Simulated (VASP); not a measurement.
The system is BAs (rocksalt type).

```
B As
1.0
     0.00000    2.15443    2.15443
     2.15443    0.00000    2.15443
     2.15443    2.15443    0.00000
B As
1 1
Direct
  0.00000 0.00000 0.00000
  0.50000 0.50000 0.50000
```

| Property | Result |
| --- | --- |
| Program | VASP 6.6.1 |
| Task | relaxation of cell and atoms |
| Functional | LDA |
| Potentials or basis | VASP PAW LDA potentials, release 64 (B, As) |
| Cutoff | 600 eV |
| k mesh | 16 × 16 × 16 |
| Occupations | fermi-dirac, width 0.08 eV |
| Spin | no spin polarisation |

At the start: pressure 33.2 GPa; volume 10.00 Å³/atom.

How do energy, volume and symmetry change on relaxing?

Over 19 steps the energy falls by 157.0 meV/atom and the volume is 11.74 Å³/atom (+17.4 %); space group Fm-3m (No. 225, to 0.05 Å).

The path:
| step | energy change (eV) | largest force (eV/Å) | pressure (GPa) | volume (Å³) |
| --- | --- | --- | --- | --- |
| 1 | 0.0000 | 0.0000 | 33.20 | 20.00 |
| 2 | -0.1596 | 0.0000 | -14.16 | 26.62 |
| 3 | -0.3140 | 0.0000 | -0.19 | 23.52 |
| 4 | -0.3140 | 0.0000 | 0.27 | 23.44 |
| 5 | -0.3140 | 0.0000 | 0.27 | 23.44 |
| 6 | -0.3140 | 0.0000 | 0.26 | 23.44 |
| 7 | -0.3140 | 0.0000 | 0.26 | 23.44 |
| 8 | -0.3140 | 0.0000 | 0.25 | 23.44 |
| 9 | -0.3140 | 0.0000 | 0.25 | 23.44 |
| 10 | -0.3140 | 0.0000 | 0.25 | 23.44 |
| 11 | -0.3140 | 0.0000 | 0.25 | 23.45 |
| 12 | -0.3140 | 0.0000 | 0.25 | 23.45 |
| 13 | -0.3140 | 0.0000 | 0.25 | 23.45 |
| 14 | -0.3140 | 0.0000 | 0.24 | 23.45 |
| 15 | -0.3140 | 0.0000 | 0.22 | 23.45 |
| 16 | -0.3140 | 0.0000 | 0.19 | 23.46 |
| 17 | -0.3140 | 0.0000 | 0.08 | 23.47 |
| 18 | -0.3140 | 0.0000 | -0.11 | 23.50 |
| 19 | -0.3140 | 0.0000 | -0.02 | 23.49 |

Final structure:
```
CELL_PARAMETERS angstrom
0.00000 2.27297 2.27297
2.27297 0.00000 2.27297
2.27297 2.27297 0.00000
ATOMIC_POSITIONS crystal
B 0.00000 0.00000 0.00000
As 0.50000 0.50000 0.50000
```

Caveat: the volume moved by over 15 % at a fixed basis, so the end points are rough.
